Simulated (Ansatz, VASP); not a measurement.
One calculation of ScIn3As, two programs

File INCAR:

```
PREC = Accurate
ENCUT = 520
EDIFF = 1E-6
ISMEAR = 0
SIGMA = 0.1
LREAL = F
LASPH = T
NELM = 150
ALGO = Fast
ISIF = 2
LWAVE = F
LCHARG = F
ISPIN = 2
MAGMOM = 1 0 0 0 0
LORBIT = 11
LMAXMIX = 4
GGA = PE
NBANDS = 40
```

The input KPOINTS:

```
regular mesh
0
Gamma
  4 4 4
```

File POSCAR:

```
ScIn3As
1.0
    5.0132635516      0.0000000000      0.0000000000
    0.0000000000      5.0132635516      0.0000000000
    0.0000000000      0.0000000000      5.5042252579
Sc In As
1 3 1
Direct
    0.5000000000      0.5000000000      0.0028740525
    0.5000000000      0.0000000000      0.2920836271
    0.0000000000      0.5000000000      0.2920836271
    0.0000000000      0.0000000000      0.8802939716
    0.5000000000      0.5000000000      0.5297372617
```

Input for Ansatz:

```yaml
crystal:
  lattice:
    - [5.0132635516, 0.0, 0.0]
    - [0.0, 5.0132635516, 0.0]
    - [0.0, 0.0, 5.5042252579]
  atoms:
    - { symbol: Sc, position: [0.5, 0.5, 0.0028740525], spin: 1.0 }
    - { symbol: In, position: [0.5, 0.0, 0.2920836271] }
    - { symbol: In, position: [0.0, 0.5, 0.2920836271] }
    - { symbol: In, position: [0.0, 0.0, 0.8802939716] }
    - { symbol: As, position: [0.5, 0.5, 0.5297372617] }
basis:
  ecutwfc: 420
kpoints:
  mp_grid: { grid: [4, 4, 4] }
hamiltonian:
  xc: pbe
scf:
  occupations: { method: gaussian, width: 0.1 }
  lower_state_search: "off"
output:
  forces: true
  stress: true
  eigenvalues: true
  populations: true
magnetization:
  spin_polarized: true
```

Alike in both runs: task single point; functional PBE; k mesh 4 × 4 × 4; occupations gaussian, width 0.1 eV; collinear spin.

|  | VASP | Ansatz |
| --- | --- | --- |
| version | VASP 6.6.1 | Ansatz 0.2.0 |
| potentials or method | VASP PAW PBE potentials, release 64 (Sc_sv, In_d, As), cutoff 520 eV | scalar-relativistic, plane waves, PAW |
| valence electrons in the cell | 55 | 65 |

VASP gave:

- gap on the k mesh at the Fermi level (eV): none
- pressure (GPa): 0.0
- traceless stress, the component that is largest in VASP (GPa): 0.70
- rms of the force components (eV/Å): 0.020
- net moment per atom (μB): 0.00

Task: What did Ansatz give for the same quantities?

Result: gap on the k mesh at the Fermi level (eV): none; pressure (GPa): 0.0; traceless stress, the component that is largest in VASP (GPa): 0.64; rms of the force components (eV/Å): 0.020; net moment per atom (μB): 0.00.

Atom by atom the forces differ by 0.001 eV/Å (rms over components). A gap of «none» marks a metal or a gap that the smearing closes. With one functional, cell and mesh, what is left measures potentials, basis and numerics. VASP's potentials hold 55 valence electrons a cell and Ansatz's 65, so a difference there can come from the potentials and not from the codes. Ansatz's warnings: seeded moment not kept.
